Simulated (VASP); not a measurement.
ZnCd2TeO2: single point with PBE

The system is ZnCd2TeO2.

```
Zn Cd Te O
1.0
     3.27005    0.00000    0.00000
     0.00000    3.27005    0.00000
     0.00000    0.00000   11.02003
Zn Cd Te O
1 2 1 2
Direct
  0.00000 0.00000 0.50000
  0.50000 0.50000 0.73437
  0.50000 0.50000 0.26563
  0.50000 0.50000 0.00000
  0.00000 0.00000 0.67104
  0.00000 0.00000 0.32896
```

The cell was generated, and may not be a known phase.

```yaml
Program: VASP 6.6.1
Task: single point
Functional: PBE
Potentials_or_basis: VASP PAW PBE potentials, release 64 (Zn, Cd, Te, O)
Cutoff: 520 eV
k_mesh: 6 × 6 × 2
Occupations: gaussian, width 0.1 eV
Spin: no spin polarisation
```

```yaml
Pressure: 0.3 GPa
Largest_force: 0.072 eV/Å
Band_gap_on_the_k_mesh: zero (bands 27 and 28 overlap by 1.20 eV)
```

Forces on the atoms (eV/Å):
```
Zn   0.000  0.000  0.000
Cd   0.000  0.000  0.014
Cd   0.000  0.000 -0.014
Te   0.000  0.000  0.000
O    0.000  0.000  0.072
O    0.000  0.000 -0.072
```

Stress tensor (GPa, compression positive):
```
0.17 0.00 0.00
0.00 0.17 0.00
0.00 0.00 0.52
```

Levels at points of the mesh, in eV from the Fermi level:
```tsv
k point	band 23	band 24	band 25	band 26	band 27	band 28	band 29	band 30	band 31	band 32
(0.00, 0.00, 0.00)	-3.59	-3.28	-3.28	-3.03	-0.41	1.16	1.43	1.43	4.32	5.48
(0.50, 0.00, 0.00)	-4.73	-2.96	-2.73	-2.43	-0.07	0.98	1.64	1.85	2.60	3.76
(0.50, 0.50, 0.00)	-3.97	-3.96	-3.57	-3.57	-2.00	0.85	2.27	2.27	2.27	2.94
(0.00, 0.00, 0.50)	-3.63	-3.29	-3.29	-1.74	-1.39	1.43	1.43	2.33	2.82	6.37
(0.50, 0.00, 0.50)	-4.56	-3.26	-2.73	-2.43	0.36	0.56	1.51	2.60	3.16	3.27
(0.50, 0.50, 0.50)	-3.97	-3.96	-3.53	-3.53	-2.00	1.33	1.41	2.24	2.24	2.99
```

It took 3 min on 1 thread of AMD EPYC 7R43 64-Core Processor (Zen 3), on a shared host, peak memory 0.22 GiB.

Caveat: spin-orbit coupling is left out, which moves the levels of the heavy elements.
